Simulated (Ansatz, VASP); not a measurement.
**H in VASP and in Ansatz**

Contents of INCAR:

```
PREC = Accurate
ENCUT = 520
EDIFF = 1E-6
ISMEAR = 0
SIGMA = 0.05
LREAL = False
LASPH = True
NELM = 60
ALGO = Normal
ISIF = 2
LWAVE = False
LCHARG = True
GGA = CA
LELF = True
LVHAR = True
NBANDS = 6
```

Contents of KPOINTS:

```
Automatic mesh
0
Gamma
  10 10 26
```

The input POSCAR:

```
H
1.0
    2.5833977704      0.0000000000      0.0000000000
    0.0000000000      2.5833977704      0.0000000000
    0.0000000000      0.0000000000      1.0295175660
H
1
Direct
    0.0000000000      0.0000000000      0.5000000000
```

Input for Ansatz:

```yaml
crystal:
  lattice:
    - [2.5833977704, 0.0, 0.0]
    - [0.0, 2.5833977704, 0.0]
    - [0.0, 0.0, 1.029517566]
  atoms:
    - { symbol: H, position: [0.0, 0.0, 0.5] }
basis:
  ecutwfc: 420
kpoints:
  mp_grid: { grid: [10, 10, 26] }
hamiltonian:
  xc: lda
scf:
  occupations: { method: gaussian, width: 0.05 }
output:
  forces: true
  stress: true
  eigenvalues: true
```

Change from the starting cell: strain -0.025 along x and y, +0.050 along z, atoms carried along.

Alike in both runs: task single point; functional LDA; k mesh 10 × 10 × 26; occupations gaussian, width 0.05 eV; no spin polarisation.

|  | VASP | Ansatz |
| --- | --- | --- |
| version | VASP 6.6.1 | Ansatz 0.2.0 |
| potentials or method | VASP PAW LDA potentials, release 64 (H), cutoff 520 eV | scalar-relativistic, plane waves, PAW |
| valence electrons in the cell | 1 | 1 |

|  | VASP | Ansatz | Ansatz less VASP |
| --- | --- | --- | --- |
| gap on the k mesh at the Fermi level (eV) | none | none | - |
| pressure (GPa) | -3.6 | -3.4 | +0.18 |
| traceless stress, the component that is largest in VASP (GPa) | -6.15 | -6.33 | -0.183 |

LDA's correlation is that of Perdew and Zunger in VASP and of Perdew and Wang (1992) in Ansatz. A gap of «none» marks a metal or a gap that the smearing closes.
